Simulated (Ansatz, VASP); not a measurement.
**One calculation of MnS, two programs**

```
Mn S
1.0
     3.97600    0.00000    0.00000
    -1.98800    3.44332    0.00000
     0.00000    0.00000    6.43200
Mn S
2 2
Direct
  0.33333 0.66667 0.00000
  0.66667 0.33333 0.50000
  0.33333 0.66667 0.38500
  0.66667 0.33333 0.88500
```

Alike in both runs: task single point; functional PBE; k mesh 6 × 6 × 3; occupations gaussian, width 0.05 eV; collinear spin; Hubbard terms Mn d U = 5.0 eV.

|  | VASP | Ansatz |
| --- | --- | --- |
| version | VASP 6.6.1 | Ansatz 0.2.0 |
| potentials or method | VASP PAW PBE potentials, release 64 (Mn_sv, S), cutoff 600 eV | scalar-relativistic, plane waves, PAW |
| valence electrons in the cell | 42 | 42 |

VASP gave:

```
gap on the k mesh at the Fermi level (eV)                     : 1.53
least direct gap on the mesh (eV)                             : 1.53
pressure (GPa)                                                : 4.5
traceless stress, the component that is largest in VASP (GPa) : -1.79
rms of the force components (eV/Å)                            : 0.132
net moment per atom (μB)                                      : 2.50
size of the moment on the site where the two differ most (μB) : 4.46
```

Task: What did Ansatz give for the same quantities?

Result: gap on the k mesh at the Fermi level (eV): 1.49; least direct gap on the mesh (eV): 1.49; pressure (GPa): 5.8; traceless stress, the component that is largest in VASP (GPa): -1.72; rms of the force components (eV/Å): 0.146; net moment per atom (μB): 2.50; size of the moment on the site where the two differ most (μB): 4.37.

Site moments also hang on the region over which each program counts them. The programs project onto different local orbitals, so the same U acts differently, and such runs can settle in different states. Atom by atom the forces differ by 0.015 eV/Å (rms over components).
